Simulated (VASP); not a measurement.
Runs of VASP 6.6.1 on Sn. Symmetry: Fd-3m, No. 227, cubic system. Conventional cell: a = 6.467 Å, b = 6.467 Å, c = 6.467 Å, α = 90.00°, β = 90.00°, γ = 90.00°. Within 3.7 Å of Sn (site symmetry -43m) lie 4 Sn at 2.80 Å. 

```csv
k mesh,gap on the mesh (eV),pressure (GPa)
5 × 5 × 5,none,4.0
2 × 2 × 2,none,13.2
3 × 3 × 3,none,(a)
4 × 4 × 4,none,4.5
```

Alike in all rows: task single point; level PBE; potentials or basis VASP PAW PBE potentials, release 64 (Sn_d); no spin polarisation; cell as given; cutoff (eV) 500; smearing methfessel-paxton 0.1 eV.

Task: Fill in the values left out.

Result: (a) 5.4.

Caveats: some runs use coarse meshes; spin-orbit coupling is left out, which moves the levels of the heavy elements.

A k mesh can miss the band edges, and the runs leave out spin-orbit coupling on Sn.

A gap of «none» marks levels without a gap at the run's occupations.
